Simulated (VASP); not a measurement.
Set up this calculation in VASP 6.6.1, as the native input.

* Task: single point
* Functional: r2SCAN
* Potentials or basis: VASP PAW PBE potentials, release 64 (Al)
* Cutoff: 550 eV
* k mesh: 12 × 12 × 6
* Occupations: methfessel-paxton, width 0.05 eV
* Spin: no spin polarisation
* Dipole correction: no
* Further INCAR settings: ALGO = Normal; EDIFF = 1e-06; NBANDS = 10

The system is Al.

```
Al
1.0
     2.79358    0.00000    0.00000
    -1.39679    2.41931    0.00000
     0.00000    0.00000    4.83419
Al
2
Cartesian
  1.3968 0.8064 3.6256
  0.0000 1.6129 1.2085
```

This isn't the form of Al at room conditions, which is fcc.

One way to write it, as run:

POSCAR

```
Al
1.0
    2.7935838608      0.0000000000      0.0000000000
   -1.3967919304      2.4193127960      0.0000000000
    0.0000000000      0.0000000000      4.8341855930
Al
2
Direct
    0.6666666667      0.3333333333      0.7500000000
    0.3333333333      0.6666666667      0.2500000000
```

INCAR.step1

```
SYSTEM = Al
PREC = Accurate ; ENCUT = 550
ISMEAR = 1 ; SIGMA = 0.05
LREAL = .FALSE. ; LASPH = .TRUE.
NELM = 120 ; NBANDS = 10
GGA = PE ; ALGO = Normal
EDIFF = 1E-5 ; LWAVE = .TRUE.
LCHARG = .FALSE. ; GGA_COMPAT = .FALSE.
```

INCAR.step2

```
SYSTEM = Al
PREC = Accurate ; ENCUT = 550
EDIFF = 1E-6 ; ISMEAR = 1
SIGMA = 0.05 ; LREAL = .FALSE.
LASPH = .TRUE. ; NELM = 120
ALGO = Normal ; ISIF = 2
LWAVE = .FALSE. ; LCHARG = .FALSE.
METAGGA = R2SCAN ; LMIXTAU = .TRUE.
NBANDS = 10 ; ISTART = 1
GGA_COMPAT = .FALSE.
```

KPOINTS

```
Automatic mesh
0
G
  12 12 6
  0 0 0
```

Potentials or basis: VASP PAW PBE potentials, release 64 (Al).

Command:

```sh
$ cat potpaw_PBE.64/Al/POTCAR > POTCAR
$ cp INCAR.step1 INCAR
$ mpirun -np 1 vasp_std > vasp.out
$ cp INCAR.step2 INCAR
$ mpirun -np 1 vasp_std > vasp.out
```

Results of the run:

```yaml
Pressure: -1.9 GPa
Band_gap_on_the_k_mesh: zero (bands 3 and 4 overlap by 7.15 eV)
```

Caveat: the PAW data sets were made with another functional, which shifts forces and pressure a little.

It took 68 s on 1 thread of Intel Xeon 8259CL, with other jobs on the host, peak memory 0.17 GiB.
